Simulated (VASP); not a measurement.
Wanted: the native input for a VASP 6.6.1 run.

```
Task                               : single point
Functional                         : HSE06
Potentials or basis                : VASP PAW PBE potentials, release 64 (C, Be)
Cutoff                             : 520 eV
k mesh                             : 8 × 8 × 8
Occupations                        : gaussian, width 0.01 eV
Spin                               : no spin polarisation
Dipole correction                  : no
Grid for exact exchange (PRECFOCK) : Normal
Further INCAR settings             : ALGO = Normal; EDIFF = 1e-06; NBANDS = 11
Share of exact exchange            : 0.25
Screening parameter                : 0.2079 1/Å
```

The system is Be2C.

```
C Be
1.0
     0.00000    2.16049    2.16049
     2.16049    0.00000    2.16049
     2.16049    2.16049    0.00000
C Be
1 2
Direct
  0.00000 0.00000 0.00000
  0.25000 0.25000 0.25000
  0.75000 0.75000 0.75000
```

One way to write it, as run:

POSCAR

```
Be2C
1.0
    0.0000000000      2.1604856385      2.1604856385
    2.1604856385      0.0000000000      2.1604856385
    2.1604856385      2.1604856385      0.0000000000
C Be
1 2
Direct
    0.0000000000      0.0000000000      0.0000000000
    0.2500000000      0.2500000000      0.2500000000
    0.7500000000      0.7500000000      0.7500000000
```

INCAR.step1

```
SYSTEM = Be2C
PREC = Accurate
ENCUT = 520
EDIFF = 1E-5
ISMEAR = 0
SIGMA = 0.01
LREAL = .FALSE.
LASPH = .TRUE.
NELM = 120
ALGO = Normal
ISIF = 2
LWAVE = .TRUE.
LCHARG = .FALSE.
NBANDS = 11
GGA = PE
GGA_COMPAT = .FALSE.
```

INCAR.step2

```
SYSTEM = Be2C
PREC = Accurate
ENCUT = 520
EDIFF = 1E-6
ISMEAR = 0
SIGMA = 0.01
LREAL = .FALSE.
LASPH = .TRUE.
NELM = 120
ALGO = Normal
ISIF = 2
LWAVE = .FALSE.
LCHARG = .FALSE.
GGA = PE
LHFCALC = .TRUE.
HFSCREEN = 0.2079
PRECFOCK = Normal
NBANDS = 11
ISTART = 1
GGA_COMPAT = .FALSE.
```

KPOINTS

```
Automatic mesh
0
G
  8 8 8
  0 0 0
```

Potentials or basis: VASP PAW PBE potentials, release 64 (C, Be).

Command:

```sh
$ cat potpaw_PBE.64/C/POTCAR potpaw_PBE.64/Be/POTCAR > POTCAR
$ cp INCAR.step1 INCAR
$ mpirun -np 1 vasp_std > vasp.out
$ cp INCAR.step2 INCAR
$ mpirun -np 1 vasp_std > vasp.out
```

Results of the run:

```yaml
Pressure: -1.9 GPa
Band_gap_on_the_k_mesh: 1.90 eV (least direct gap 5.13 eV)
```

Caveat: the PAW data sets were made with another functional, which shifts forces and pressure a little.

Wall time 52 min on 1 thread of Intel Xeon 8259CL (shared host), peak memory 0.26 GiB.
